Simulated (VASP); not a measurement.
# Bi2TeO3 (P-4m2) in VASP: notebook, part 2 of 2

VASP 6.6.1. The steps go on from the part before.

## Step 3: Relaxation of cell and atoms, PBE

File INCAR:

```
SYSTEM = Bi2TeO3
PREC = Accurate ; ENCUT = 600
EDIFF = 1E-6 ; ISMEAR = 0
SIGMA = 0.1 ; LREAL = .FALSE.
LASPH = .TRUE. ; NELM = 80
ALGO = Normal ; ISIF = 3
LWAVE = .FALSE. ; LCHARG = .FALSE.
GGA = PE ; IBRION = 2
NSW = 90 ; EDIFFG = -0.04
```

File KPOINTS:

```
regular mesh
0
G
  6 6 2
  0 0 0
```

File POSCAR:

```
Bi2TeO3
1.0
    3.5144746113      0.0000000000      0.0000000000
    0.0000000000      3.5144746113      0.0000000000
    0.0000000000      0.0000000000      8.7181931148
Bi Te O
2 1 3
Direct
    0.0000000000      0.5000000000      0.6658842232
    0.5000000000      0.0000000000      0.3341157768
    0.0000000000      0.0000000000      0.0000000000
    0.5000000000      0.5000000000      0.0000000000
    0.0000000000      0.5000000000      0.3997602667
    0.5000000000      0.0000000000      0.6002397333
```

Potentials or basis: VASP PAW PBE potentials, release 64 (Bi_d, Te, O).

Started as:

```
$ cat potpaw_PBE.64/Bi_d/POTCAR potpaw_PBE.64/Te/POTCAR potpaw_PBE.64/O/POTCAR > POTCAR
$ mpirun -np 1 vasp_std > vasp.out
```

OUTCAR:

```text
SYSTEM = Bi2TeO3
   PREC = Accurate
   ENCUT = 600
   EDIFF = 1E-6
   ISMEAR = 0
   LREAL = .FALSE.
   LASPH = .TRUE.
   NELM = 80
   ISIF = 3
   GGA = PE
   IBRION = 2
   NSW = 90
   EDIFFG = -0.04

 ion  position               nearest neighbor table
   1  0.000  0.500  0.666-   5 2.32   6 2.55   6 2.55   6 2.55   6 2.55   3 3.40   3 3.40   2 3.81
                             2 3.81   2 3.81   2 3.81
   2  0.500  0.000  0.334-   6 2.32   5 2.55   5 2.55   5 2.55   5 2.55   3 3.40   3 3.40   1 3.81
                             1 3.81   1 3.81   1 3.81
   3  0.000  0.000  0.000-   4 2.49   4 2.49   4 2.49   4 2.49   2 3.40   2 3.40   1 3.40   1 3.40

   4  0.500  0.500  0.000-   3 2.49   3 2.49   3 2.49   3 2.49
   5  0.000  0.500  0.400-   1 2.32   2 2.55   2 2.55   2 2.55   2 2.55
   6  0.500  0.000  0.600-   2 2.32   1 2.55   1 2.55   1 2.55   1 2.55

  LATTYP: Found a simple tetragonal cell.
 ALAT       =     3.5144746113
 C/A-ratio  =     2.4806533206

  Lattice vectors:

 A1 = (   3.5144746113,   0.0000000000,   0.0000000000)
 A2 = (   0.0000000000,   3.5144746113,   0.0000000000)
 A3 = (   0.0000000000,   0.0000000000,   8.7181931148)

Analysis of symmetry for initial positions (statically):
=====================================================================
 Subroutine PRICEL returns:
 Original cell was already a primitive cell.

 Routine SETGRP: Setting up the symmetry group for a
 simple tetragonal supercell.

 Subroutine GETGRP returns: Found  8 space group operations
 (whereof  8 operations were pure point group operations)
 out of a pool of 16 trial point group operations.

The static configuration has the point symmetry D_2d.

Analysis of symmetry for dynamics (positions and initial velocities):
=====================================================================
 Subroutine PRICEL returns:
 Original cell was already a primitive cell.

 Routine SETGRP: Setting up the symmetry group for a
 simple tetragonal supercell.

 Subroutine GETGRP returns: Found  8 space group operations
 (whereof  8 operations were pure point group operations)
 out of a pool of 16 trial point group operations.

The dynamic configuration has the point symmetry D_2d.

 Subroutine INISYM returns: Found  8 space group operations
 (whereof  8 operations are pure point group operations),
 and found     1 'primitive' translations

----------------------------------------------------------------------------------------

                                     Primitive cell

  volume of cell :     107.6830

  direct lattice vectors                    reciprocal lattice vectors
     3.514474611  0.000000000  0.000000000     0.284537551  0.000000000  0.000000000
     0.000000000  3.514474611  0.000000000     0.000000000  0.284537551  0.000000000
     0.000000000  0.000000000  8.718193115     0.000000000  0.000000000  0.114702667

  length of vectors
     3.514474611  3.514474611  8.718193115     0.284537551  0.284537551  0.114702667

  position of ions in fractional coordinates (direct lattice)
     0.000000000  0.500000000  0.665884223
     0.500000000  0.000000000  0.334115777
     0.000000000  0.000000000  0.000000000
     0.500000000  0.500000000  0.000000000
     0.000000000  0.500000000  0.399760267
     0.500000000  0.000000000  0.600239733

[... 39 lines left out ...]
  0.333333  0.000000  0.000000      4.000000
  0.500000  0.000000  0.000000      2.000000
  0.166667  0.166667  0.000000      4.000000
  0.333333  0.166667  0.000000      8.000000
[... 12 lines left out ...]
  0.500000  0.333333  0.500000      4.000000
  0.500000  0.500000  0.500000      1.000000
   k-points           NKPTS =     20   k-points in BZ     NKDIM =     20   number of bands    NBANDS=     32
   number of dos      NEDOS =    301   number of ions     NIONS =      6
   total plane-waves  NPLWV =  54880
   dimension x,y,z NGX =    28 NGY =   28 NGZ =   70
   dimension x,y,z NGXF=    56 NGYF=   56 NGZF=  140
   ions per type =               2   1   3
   NGX,Y,Z   is equivalent  to a cutoff of  13.24, 13.24, 13.35 a.u.
   NGXF,Y,Z  is equivalent  to a cutoff of  26.49, 26.49, 26.70 a.u.
 SYSTEM =  Bi2TeO3
   PREC   = accura    normal or accurate (medium, high low for compatibility)
   ISTART =      0    job   : 0-new  1-cont  2-samecut
   ICHARG =      2    charge: 1-file 2-atom 10-const
   ISPIN  =      1    spin polarized calculation?
   LNONCOLLINEAR =      F non collinear calculations
   LSORBIT =      F    spin-orbit coupling
   LASPH  =      T    aspherical Exc in radial PAW
   ENCUT  =  600.0 eV  44.10 Ry    6.64 a.u.   7.02  7.02 17.41*2*pi/ulx,y,z
   NELM   =     80;   NELMIN=  2; NELMDL= -5     # of ELM steps
   EDIFF  = 0.1E-05   stopping-criterion for ELM
   LREAL  =      F    real-space projection
   EDIFFG = -.4E-01   stopping-criterion for IOM
   NSW    =     90    number of steps for IOM
   IBRION =      2    ionic relax: 0-MD 1-quasi-New 2-CG
   NFREE  =      1    steps in history (QN), initial steepest desc. (CG)
   ISIF   =      3    stress and relaxation
   ISYM   =      2    0-nonsym 1-usesym 2-fastsym
   POTIM  = 0.5000    time-step for ionic-motion
   TEBEG  =    0.0;   TEEND  =   0.0 temperature during run
   PSTRESS=    0.0 pullay stress
   NELECT =      54.0000    total number of electrons
   NUPDOWN=      -1.0000    fix difference up-down
   EMIN   =  10.00;   EMAX   =-10.00  energy-range for DOS
   EFERMI =   0.00;   METHOD = LEGACY
   ISMEAR =     0;   SIGMA  =   0.10  broadening in eV -4-tet -1-fermi 0-gaus
   EFERMI_NEDOS =   21; number of points for ismear=-14 and -15
   IALGO  =     38    algorithm
   IMIX   =      4    mixing-type and parameters
     AMIX     =   0.40;   BMIX     =  1.00
     AMIX_MAG =   1.60;   BMIX_MAG =  1.00
  volume/ion in A,a.u.               =      17.95       121.11
  Fermi-wavevector in a.u.,A,eV,Ry     =   1.300640  2.457853 23.016478  1.691663
  Thomas-Fermi vector in A             =   2.431825
   LORBIT       =      0    0 simple, 1 ext, 2 COOP (PROOUT), +10 PAW based schemes
   GGA     = PE    functional components
   LHFCALC =     F    Hartree Fock is set to
   AEXX    =    0.0000 exact exchange contribution
   IVDW    =     0    specifies the selected vdW correction
   LEPSILON=     F    determine dielectric tensor
   LRPA    =     F    only Hartree local field effects (RPA)
 conjugate gradient relaxation of ions
 non-spin polarized calculation
 Gauss-broadening in eV      SIGMA  =   0.10
  energy-cutoff  :      600.00
  volume of cell :      107.68
 maximum number of plane-waves:      3612
   NGX = 15   NGY = 15   NGZ = 35

 number of electron      54.0000015 magnetization

 Free energy of the ion-electron system (eV)
  ---------------------------------------------------
  ext. energy  EPLUGINS =         0.00000000
  ---------------------------------------------------
  free energy    TOTEN  =       -29.25244098 eV

  energy without entropy =      -29.23155687  energy(sigma->0) =      -29.24199892

 E-fermi :   8.2559     XC(G=0): -10.6514

 val. band max:        8.2356942392   @ k =   0.1667   0.1667   0.5000
 cond. band min:       8.2669263311   @ k =   0.3333   0.1667   0.5000
 fundamental gap:      0.0312320919
 Fermi energy:         8.2558964631

 k-point     1 :       0.0000    0.0000    0.0000
  band No.  band energies     occupation
      1     -16.0166      2.00000
      2     -15.9987      2.00000
      3     -15.9842      2.00000
      4     -15.8863      2.00000
      5     -15.8478      2.00000
      6     -15.8478      2.00000
[... 689 lines left out ...]
     31      10.3343      0.00000
     32      11.3540      0.00000

------------------------ aborting loop because EDIFF is reached ----------------------------------------

  FORCE on cell =-STRESS in cart. coord.  units (eV):
  Direction    XX          YY          ZZ          XY          YZ          ZX
  --------------------------------------------------------------------------------------
  -------------------------------------------------------------------------------------
  Total       -0.1008463     -0.1008463      0.1466174      0.0000000     -0.0000000      0.0000000
  in kB       -1.5004560     -1.5004560      2.1814681      0.0000000     -0.0000000      0.0000000
  external PRESSURE =      -0.2731480 kB  Pullay stress =       0.0000000 kB

 VOLUME and BASIS-vectors are now :
 -----------------------------------------------------------------------------
  energy-cutoff  :      600.00
  volume of cell :      107.68
      direct lattice vectors                 reciprocal lattice vectors
     3.514474611  0.000000000  0.000000000     0.284537551  0.000000000  0.000000000
     0.000000000  3.514474611  0.000000000     0.000000000  0.284537551  0.000000000
     0.000000000  0.000000000  8.718193115     0.000000000  0.000000000  0.114702667

 POSITION                                       TOTAL-FORCE (eV/Angst)
 -----------------------------------------------------------------------------------
      0.00000      1.75724      5.80531        -0.000000     -0.000000      0.003481
      1.75724      0.00000      2.91289        -0.000000     -0.000000     -0.003481
      0.00000      0.00000      0.00000         0.000000     -0.000000      0.000000
      1.75724      1.75724      0.00000        -0.000000      0.000000      0.000000
      0.00000      1.75724      3.48519        -0.000000     -0.000000     -0.014841
      1.75724      0.00000      5.23301        -0.000000     -0.000000      0.014841
 -----------------------------------------------------------------------------------
    total drift:                                0.000000      0.000000      0.000000

  FREE ENERGIE OF THE ION-ELECTRON SYSTEM (eV)
  ---------------------------------------------------
  free  energy   TOTEN  =       -29.2524409763 eV

  energy  without entropy=      -29.2315568672  energy(sigma->0) =      -29.24199892

 reached required accuracy - stopping structural energy minimisation
```

Wall time 99 s (1 thread of Intel Xeon Platinum 8259CL at 2.50GHz (Skylake/Cascade Lake), shared host); peak memory 0.27 GiB.

What came out:

* Free energy: -29.2524 eV
* Pressure after relaxing: 0.0 GPa
* Largest force after relaxing: 0.015 eV/Å
* Band gap on the k mesh: zero (bands 27 and 28 overlap by 2.21 eV)

Forces on the atoms (eV/Å):
```
Bi   0.000  0.000  0.003
Bi   0.000  0.000 -0.003
Te   0.000  0.000  0.000
O    0.000  0.000  0.000
O    0.000  0.000 -0.015
O    0.000  0.000  0.015
```

Stress tensor (GPa, compression positive):
```
-0.15  0.00  0.00
 0.00 -0.15  0.00
 0.00  0.00  0.22
```

Final structure:
```yaml
crystal:
  lattice:
    - [3.51447, 0.00000, 0.00000]
    - [0.00000, 3.51447, 0.00000]
    - [0.00000, 0.00000, 8.71819]
  atoms:
    - { symbol: Bi, position: [0.00000, 0.50000, 0.66588] }
    - { symbol: Bi, position: [0.50000, 0.00000, 0.33412] }
    - { symbol: Te, position: [0.00000, 0.00000, 0.00000] }
    - { symbol: O, position: [0.50000, 0.50000, 0.00000] }
    - { symbol: O, position: [0.00000, 0.50000, 0.39976] }
    - { symbol: O, position: [0.50000, 0.00000, 0.60024] }
```

Caveat: the k points lie up to 0.36 Å⁻¹ apart in the final cell, too coarse for converged energies and pressures of a metal; the relaxation stopped at its first step, so nothing moved; spin-orbit coupling is left out, which moves the levels of the heavy elements.

The gap in the log of VASP goes by the Fermi energy; the results here count the filled bands.